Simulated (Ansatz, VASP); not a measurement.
WS2: VASP beside Ansatz

File INCAR:

```
ALGO = Normal ; EDIFF = 1E-6
EDIFFG = -0.008 ; ENCUT = 520
GGA = PS ; IBRION = 2
ISIF = 2 ; ISMEAR = 0
LASPH = T ; LCHARG = F
LREAL = F ; LWAVE = F
NELM = 100 ; NSW = 60
PREC = Accurate ; SIGMA = 0.02
```

Contents of KPOINTS:

```
k-points
0
Gamma
  12 12 2
```

File POSCAR:

```
WS2
1.0
    3.1460836903      0.0000000000      0.0000000000
   -1.5730418452      2.7245883983      0.0000000000
    0.0000000000      0.0000000000     12.9586982373
W S
2 4
Direct
    0.3333333333      0.6666666667      0.2500000000
    0.6666666667      0.3333333333      0.7500000000
    0.3333333333      0.6666666667      0.6266015054
    0.6666666667      0.3333333333      0.1266015054
    0.3333333333      0.6666666667      0.8733984946
    0.6666666667      0.3333333333      0.3733984946
```

Input for Ansatz:

```yaml
crystal:
  lattice:
    - [3.1460836903, 0.0, 0.0]
    - [-1.5730418452, 2.7245883983, 0.0]
    - [0.0, 0.0, 12.9586982373]
  atoms:
    - { symbol: W, position: [0.3333333333, 0.6666666667, 0.25] }
    - { symbol: W, position: [0.6666666667, 0.3333333333, 0.75] }
    - { symbol: S, position: [0.3333333333, 0.6666666667, 0.6266015054] }
    - { symbol: S, position: [0.6666666667, 0.3333333333, 0.1266015054] }
    - { symbol: S, position: [0.3333333333, 0.6666666667, 0.8733984946] }
    - { symbol: S, position: [0.6666666667, 0.3333333333, 0.3733984946] }
basis:
  ecutwfc: 420
kpoints:
  mp_grid: { grid: [12, 12, 2] }
hamiltonian:
  xc: pbesol
scf:
  occupations: { method: gaussian, width: 0.02 }
output:
  forces: true
  stress: true
  eigenvalues: true
relax:
  adjacent_minimum: "off"
  f_tol: 0.008
  max_steps: 40
```

Change from the starting cell: strain along c alone, the other axes held, atoms relaxed: +2.0 %.

Alike in both runs: task relaxation of the atoms; functional PBEsol; k mesh 12 × 12 × 2; occupations gaussian, width 0.02 eV; no spin polarisation.

```csv
,VASP,Ansatz
version,VASP 6.6.1,Ansatz 0.2.0
potentials or method,"VASP PAW PBE potentials, release 64 (W_sv, S), cutoff 520 eV","scalar-relativistic, plane waves, PAW"
valence electrons in the cell,52,52
```

VASP gave:

```
gap on the k mesh at the Fermi level, each at its own relaxed structure (eV) : 1.22
```

Task: What did Ansatz give for the same quantities?

Result: gap on the k mesh at the Fermi level, each at its own relaxed structure (eV): 1.21.

VASP's potentials were made for PBE, not for PBEsol. Ansatz's warnings: stress scf threshold loose.

Spin-orbit coupling is off throughout.
